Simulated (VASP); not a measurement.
Here is a VASP 6.6.1 calculation.

The input INCAR:

```
SYSTEM = CaO
PREC = Accurate
ENCUT = 520
EDIFF = 1E-6
ISMEAR = 0
SIGMA = 0.02
LREAL = .FALSE.
LASPH = .TRUE.
NELM = 100
ALGO = Normal
ISIF = 2
LWAVE = .FALSE.
LCHARG = .FALSE.
GGA = PE
NBANDS = 15
```

File KPOINTS:

```
regular mesh
0
G
  8 8 8
  0 0 0
```

Contents of POSCAR:

```
CaO
1.0
    0.0000000000      2.4389689799      2.4389689799
    2.4389689799      0.0000000000      2.4389689799
    2.4389689799      2.4389689799      0.0000000000
Ca O
1 1
Direct
    0.0000000000      0.0000000000      0.0000000000
    0.5000000000      0.5000000000      0.5000000000
```

Potentials or basis: VASP PAW PBE potentials, release 64 (Ca_sv, O).

Launch:

```console
$ cat potpaw_PBE.64/Ca_sv/POTCAR potpaw_PBE.64/O/POTCAR > POTCAR
$ mpirun -np 1 vasp_std > vasp.out
```

(1) Estimate the pressure.

(2) What does it give for the band gap on the k mesh?

Answers

(1) -2.4 GPa.

(2) 3.64 eV (least direct gap 4.02 eV).
